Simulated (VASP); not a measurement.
# Tl (P1) in VASP: single point with LDA

Aim: the single point of Tl with LDA.

All numbers are computed with VASP 6.6.1; they aren't measurements. Logs are shortened: lines on timing, memory, paths and dates and some standing lists are left out, and cuts for length are marked.

## Step 1: The cell of the first run

The typed cell holds 4 atoms: a = 6.976 Å, b = 6.976 Å, c = 3.488 Å, α = 60.00°, β = 60.00°, γ = 60.00°.

## Step 2: Single point, LDA

Input file INCAR:

```
SYSTEM = Tl
PREC = Accurate ; ENCUT = 520
EDIFF = 1E-7 ; ISMEAR = -1
SIGMA = 0.08 ; LREAL = .False.
LASPH = .True. ; NELM = 60
ALGO = Normal ; ISIF = 2
LWAVE = .False. ; LCHARG = .True.
GGA = CA ; LELF = .True.
LVHAR = .True. ; NBANDS = 34
```

Input file KPOINTS:

```
regular mesh
0
Gamma
  4 4 7
  0 0 0
```

Input file POSCAR:

```
Tl
1.0
    0.0000000000      4.9326824660      4.9326824660
    4.9326824660      0.0000000000      4.9326824660
    2.4663412330      2.4663412330      0.0000000000
Tl
4
Direct
    0.0173572900     -0.0041342617      0.0030883804
   -0.0078343782      0.5101438249     -0.0255801992
    0.4979996213     -0.0154848808      0.0341165281
    0.4959643190      0.4952805125      0.0048831442
```

Potentials or basis: VASP PAW LDA potentials, release 64 (Tl_d).

Started as:

```
cat potpaw_LDA.64/Tl_d/POTCAR > POTCAR
mpirun -np 1 vasp_std > vasp.out
```

OUTCAR:

```text
SYSTEM = Tl
   PREC = Accurate
   ENCUT = 520
   EDIFF = 1E-7
   ISMEAR = -1
   LREAL = .False.
   LASPH = .True.
   NELM = 60
   ISIF = 2
   GGA = CA

 ion  position               nearest neighbor table
   1  0.017  0.996  0.003-   3 3.37   3 3.37   2 3.39   4 3.42   2 3.46   2 3.53   4 3.56   2 3.59
                             3 3.61   3 3.61
   2  0.992  0.510  0.974-   3 3.38   1 3.39   4 3.45   1 3.46   4 3.46   4 3.52   4 3.53   1 3.53
                             1 3.59   3 3.60
   3  0.498  0.985  0.034-   1 3.37   1 3.37   2 3.38   4 3.40   4 3.47   4 3.51   4 3.58   2 3.60
                             1 3.61   1 3.61
   4  0.496  0.495  0.005-   3 3.40   1 3.42   2 3.45   2 3.46   3 3.47   3 3.51   2 3.52   2 3.53
                             1 3.56   3 3.58

  LATTYP: Found a base centered orthorhombic cell.
 ALAT       =     6.9758664423
 B/A-ratio  =     1.4142135624
 C/A-ratio  =     0.5000000000

  Lattice vectors:

 A1 = (  -2.4663412330,   2.4663412330,  -4.9326824660)
 A2 = (  -2.4663412330,   2.4663412330,   4.9326824660)
 A3 = (   2.4663412330,   2.4663412330,   0.0000000000)

Analysis of symmetry for initial positions (statically):
=====================================================================
 Subroutine PRICEL returns:
 Original cell was already a primitive cell.

 Routine SETGRP: Setting up the symmetry group for a
 base centered orthorhombic supercell.

 Subroutine GETGRP returns: Found  1 space group operations
 (whereof  1 operations were pure point group operations)
 out of a pool of  8 trial point group operations.

The static configuration has the point symmetry C_1 .

Analysis of symmetry for dynamics (positions and initial velocities):
=====================================================================
 Subroutine PRICEL returns:
 Original cell was already a primitive cell.

 Routine SETGRP: Setting up the symmetry group for a
 base centered orthorhombic supercell.

 Subroutine GETGRP returns: Found  1 space group operations
 (whereof  1 operations were pure point group operations)
 out of a pool of  8 trial point group operations.

The dynamic configuration has the point symmetry C_1 .

 Subroutine INISYM returns: Found  1 space group operations
 (whereof  1 operations are pure point group operations),
 and found     1 'primitive' translations

----------------------------------------------------------------------------------------

                                     Primitive cell

  volume of cell :     120.0189

  direct lattice vectors                    reciprocal lattice vectors
     0.000000000  4.932682466  4.932682466    -0.101364725  0.101364725  0.101364725
     4.932682466  0.000000000  4.932682466     0.101364725 -0.101364725  0.101364725
     2.466341233  2.466341233  0.000000000     0.202729449  0.202729449 -0.202729449

  length of vectors
     6.975866442  6.975866442  3.487933221     0.175568853  0.175568853  0.351137706

  position of ions in fractional coordinates (direct lattice)
     0.017357290  0.995865738  0.003088380
     0.992165622  0.510143825  0.974419801
     0.497999621  0.984515119  0.034116528
     0.495964319  0.495280513  0.004883144

  ion indices of the primitive-cell ions
   primitive index   ion index
                 1           1
                 2           2
                 3           3
                 4           4

----------------------------------------------------------------------------------------

 KPOINTS: regular mesh

Automatic generation of k-mesh.
 Grid dimensions read from file:
 generate k-points for:    4    4    7

 Generating k-lattice:

  Cartesian coordinates                     Fractional coordinates (reciprocal lattice)
    -0.025341181  0.025341181  0.025341181     0.250000000  0.000000000  0.000000000
     0.025341181 -0.025341181  0.025341181     0.000000000  0.250000000  0.000000000
     0.028961350  0.028961350 -0.028961350     0.000000000  0.000000000  0.142857143

  Length of vectors
     0.043892213  0.043892213  0.050162529

  Shift w.r.t. Gamma in fractional coordinates (k-lattice)
     0.000000000  0.000000000  0.000000000

 -----------------------------------------------------------------------------
|                                                                             |
|           W    W    AA    RRRRR   N    N  II  N    N   GGGG   !!!           |
|           W    W   A  A   R    R  NN   N  II  NN   N  G    G  !!!           |
|           W    W  A    A  R    R  N N  N  II  N N  N  G       !!!           |
|           W WW W  AAAAAA  RRRRR   N  N N  II  N  N N  G  GGG   !            |
|           WW  WW  A    A  R   R   N   NN  II  N   NN  G    G                |
|           W    W  A    A  R    R  N    N  II  N    N   GGGG   !!!           |
|                                                                             |
|     Your reciprocal lattice and k-lattice belong to different lattice       |
|     classes:                                                                |
|                                                                             |
|        The reciprocal lattice is base centered orthorhombic,                |
|        whereas your k-lattice is base-centered monoclinic.                  |
|                                                                             |
|     Results are often still useful ...                                      |
|                                                                             |
 -----------------------------------------------------------------------------

 WARNING: IBZKPT: internal override: KBLOWUP is changed to .FALSE.
      ... skipping the blow-up phase ...

 Subroutine IBZKPT returns following result:
 ===========================================

 Found     58 irreducible k-points:

 Following reciprocal coordinates:
            Coordinates               Weight
  0.000000  0.000000  0.000000      1.000000
  0.250000  0.000000  0.000000      2.000000
  0.500000  0.000000  0.000000      1.000000
  0.000000  0.250000  0.000000      2.000000
  0.250000  0.250000  0.000000      2.000000
  0.500000  0.250000  0.000000      2.000000
[... 16 lines left out ...]
  0.000000 -0.250000  0.142857      2.000000
  0.250000 -0.250000  0.142857      2.000000
 [... further k-points ...]
   k-points           NKPTS =     58   k-points in BZ     NKDIM =     58   number of bands    NBANDS=     34
   number of dos      NEDOS =    301   number of ions     NIONS =      4
   total plane-waves  NPLWV =  81648
   dimension x,y,z NGX =    54 NGY =   54 NGZ =   28
   dimension x,y,z NGXF=   108 NGYF=  108 NGZF=   56
   ions per type =               4
   NGX,Y,Z   is equivalent  to a cutoff of  12.87, 12.87, 13.35 a.u.
   NGXF,Y,Z  is equivalent  to a cutoff of  25.74, 25.74, 26.69 a.u.
 SYSTEM =  Tl
   PREC   = accura    normal or accurate (medium, high low for compatibility)
   ISTART =      0    job   : 0-new  1-cont  2-samecut
   ICHARG =      2    charge: 1-file 2-atom 10-const
   ISPIN  =      1    spin polarized calculation?
   LNONCOLLINEAR =      F non collinear calculations
   LSORBIT =      F    spin-orbit coupling
   LASPH  =      T    aspherical Exc in radial PAW
   ENCUT  =  520.0 eV  38.22 Ry    6.18 a.u.  12.97 12.97  6.49*2*pi/ulx,y,z
   NELM   =     60;   NELMIN=  2; NELMDL= -5     # of ELM steps
   EDIFF  = 0.1E-06   stopping-criterion for ELM
   LREAL  =      F    real-space projection
   EDIFFG = 0.1E-05   stopping-criterion for IOM
   NSW    =      0    number of steps for IOM
   IBRION =     -1    ionic relax: 0-MD 1-quasi-New 2-CG
   NFREE  =      0    steps in history (QN), initial steepest desc. (CG)
   ISIF   =      2    stress and relaxation
   ISYM   =      2    0-nonsym 1-usesym 2-fastsym
   POTIM  = 0.5000    time-step for ionic-motion
   TEBEG  =    0.0;   TEEND  =   0.0 temperature during run
   PSTRESS=    0.0 pullay stress
   NELECT =      52.0000    total number of electrons
   NUPDOWN=      -1.0000    fix difference up-down
   EMIN   =  10.00;   EMAX   =-10.00  energy-range for DOS
   EFERMI =   0.00;   METHOD = LEGACY
   ISMEAR =    -1;   SIGMA  =   0.08  broadening in eV -4-tet -1-fermi 0-gaus
   EFERMI_NEDOS =   21; number of points for ismear=-14 and -15
   IALGO  =     38    algorithm
   IMIX   =      4    mixing-type and parameters
     AMIX     =   0.40;   BMIX     =  1.00
     AMIX_MAG =   1.60;   BMIX_MAG =  1.00
  volume/ion in A,a.u.               =      30.00       202.48
  Fermi-wavevector in a.u.,A,eV,Ry     =   1.238776  2.340947 20.879038  1.534566
  Thomas-Fermi vector in A             =   2.373287
   LORBIT       =      0    0 simple, 1 ext, 2 COOP (PROOUT), +10 PAW based schemes
   GGA     = CA    functional components
   LHFCALC =     F    Hartree Fock is set to
   AEXX    =    0.0000 exact exchange contribution
   IVDW    =     0    specifies the selected vdW correction
   LEPSILON=     F    determine dielectric tensor
   LRPA    =     F    only Hartree local field effects (RPA)
 non-spin polarized calculation
  energy-cutoff  :      520.00
  volume of cell :      120.02
 maximum number of plane-waves:      3251
 NGX is ok and might be reduce to    54
   NGX = 25   NGY = 25   NGZ = 13

 number of electron      52.0000002 magnetization

 Free energy of the ion-electron system (eV)
  ---------------------------------------------------
  ext. energy  EPLUGINS =         0.00000000
  ---------------------------------------------------
  free energy    TOTEN  =       -11.56510999 eV

  energy without entropy =      -11.52058224  energy(sigma->0) =      -11.54284611

 E-fermi :   5.7700     XC(G=0): -10.2665

 val. band max:        5.7199550502   @ k =   0.2500  -0.2500   0.2857
 cond. band min:       5.7762393310   @ k =  -0.2500   0.2500   0.2857
 fundamental gap:      0.0562842808
 Fermi energy:         5.7699965058

 k-point     1 :       0.0000    0.0000    0.0000
  band No.  band energies     occupation
      1      -6.0327      2.00000
      2      -5.9310      2.00000
      3      -5.8890      2.00000
      4      -5.8872      2.00000
      5      -5.7216      2.00000
      6      -5.7149      2.00000
[... 26 lines left out ...]
     33      13.6505      0.00000
     34      13.7659      0.00000

 k-point     2 :       0.2500    0.0000    0.0000
  band No.  band energies     occupation
      1      -5.9768      2.00000
      2      -5.8744      2.00000
      3      -5.8592      2.00000
      4      -5.8357      2.00000
      5      -5.7312      2.00000
      6      -5.7081      2.00000
[... 26 lines left out ...]
     33      13.5187      0.00000
     34      13.8957      0.00000

 k-point     3 :       0.5000    0.0000    0.0000
  band No.  band energies     occupation
      1      -5.8913      2.00000
      2      -5.8674      2.00000
      3      -5.7999      2.00000
      4      -5.7771      2.00000
      5      -5.7281      2.00000
      6      -5.6801      2.00000
[... 26 lines left out ...]
     33      14.0452      0.00000
     34      14.2728      0.00000

 k-point     4 :       0.0000    0.2500    0.0000
  band No.  band energies     occupation
      1      -5.9784      2.00000
      2      -5.8726      2.00000
      3      -5.8611      2.00000
      4      -5.8384      2.00000
      5      -5.7349      2.00000
      6      -5.7127      2.00000
[... 26 lines left out ...]
     33      13.7116      0.00000
     34      13.8580      0.00000

 k-point     5 :       0.2500    0.2500    0.0000
  band No.  band energies     occupation
      1      -5.9897      2.00000
      2      -5.8621      2.00000
      3      -5.8249      2.00000
      4      -5.8155      2.00000
      5      -5.7591      2.00000
      6      -5.7131      2.00000
[... 621 lines left out ...]
 k-point    22 :      -0.2500    0.5000    0.1429
  band No.  band energies     occupation
      1      -5.8406      2.00000
      2      -5.8141      2.00000
      3      -5.7873      2.00000
      4      -5.7612      2.00000
      5      -5.6947      2.00000
      6      -5.6735      2.00000
[... 26 lines left out ...]
     33      10.4069      0.00000
     34      12.6905      0.00000

 k-point    23 :       0.0000   -0.2500    0.1429
  band No.  band energies     occupation
      1      -5.8839      2.00000
      2      -5.8332      2.00000
      3      -5.7838      2.00000
      4      -5.7626      2.00000
      5      -5.7436      2.00000
      6      -5.7301      2.00000
[... 26 lines left out ...]
     33      12.0300      0.00000
     34      12.3125      0.00000

 k-point    24 :       0.2500   -0.2500    0.1429
  band No.  band energies     occupation
      1      -5.8282      2.00000
      2      -5.8138      2.00000
      3      -5.7762      2.00000
      4      -5.7482      2.00000
      5      -5.7242      2.00000
      6      -5.7143      2.00000
[... 26 lines left out ...]
     33      11.4607      0.00000
     34      12.7632      0.00000

 [... further k-points ...]

------------------------ aborting loop because EDIFF is reached ----------------------------------------

  FORCE on cell =-STRESS in cart. coord.  units (eV):
  Direction    XX          YY          ZZ          XY          YZ          ZX
  --------------------------------------------------------------------------------------
  -------------------------------------------------------------------------------------
  Total       -2.5365195     -2.5024066     -2.4255622      0.4970431     -0.0954824     -0.1466783
  in kB      -33.8609628    -33.4055779    -32.3797528      6.6352172     -1.2746310     -1.9580647
  external PRESSURE =     -33.2154312 kB  Pullay stress =       0.0000000 kB

 VOLUME and BASIS-vectors are now :
 -----------------------------------------------------------------------------
  energy-cutoff  :      520.00
  volume of cell :      120.02
      direct lattice vectors                 reciprocal lattice vectors
     0.000000000  4.932682466  4.932682466    -0.101364725  0.101364725  0.101364725
     4.932682466  0.000000000  4.932682466     0.101364725 -0.101364725  0.101364725
     2.466341233  2.466341233  0.000000000     0.202729449  0.202729449 -0.202729449

 POSITION                                       TOTAL-FORCE (eV/Angst)
 -----------------------------------------------------------------------------------
      4.91991      0.09323      4.99791         0.099864     -0.122304     -0.059066
      4.91963      7.29729      7.41042        -0.035948      0.055056     -0.016423
      4.94044      2.54062      7.31277         0.033938     -0.018320      0.167451
      2.45510      2.45848      4.88950        -0.097854      0.085568     -0.091963
 -----------------------------------------------------------------------------------
    total drift:                                0.000076     -0.000223     -0.000082

  FREE ENERGIE OF THE ION-ELECTRON SYSTEM (eV)
  ---------------------------------------------------
  free  energy   TOTEN  =       -11.5651099896 eV

  energy  without entropy=      -11.5205822351  energy(sigma->0) =      -11.54284611
```

It took 6.5 min on 1 thread of Intel Xeon 8259CL, shared host; peak memory 0.32 GiB.

Results:

| Quantity | Value |
| --- | --- |
| Free energy | -11.5651 eV |
| Pressure | -3.3 GPa |
| Largest force | 0.172 eV/Å |
| Band gap on the k mesh | zero (bands 26 and 27 overlap by 3.51 eV) |

Forces on the atoms (eV/Å):
```
Tl   0.100 -0.122 -0.059
Tl  -0.036  0.055 -0.016
Tl   0.034 -0.018  0.167
Tl  -0.098  0.086 -0.092
```

Levels at points of the mesh, in eV from the Fermi level:
```tsv
k point	band 22	band 23	band 24	band 25	band 26	band 27	band 28	band 29	band 30	band 31
(0.00, 0.00, 0.00)	-5.35	-5.33	-3.77	-2.71	-2.66	-1.67	3.93	3.95	7.18	7.75
(0.50, 0.00, 0.00)	-8.31	-5.31	-5.01	-0.71	-0.49	2.69	2.87	3.06	3.41	5.37
(0.00, 0.50, 0.00)	-8.24	-5.19	-5.16	-0.65	-0.55	2.74	3.02	3.11	3.18	5.30
(0.50, 0.50, 0.00)	-7.89	-6.36	-6.19	0.95	1.06	2.27	2.52	4.83	4.88	5.93
```

Caveat: the cell stands under tension; spin-orbit coupling is left out, which moves the levels of the heavy elements.

The gap in the log of VASP goes by the Fermi energy; the results here count the filled bands.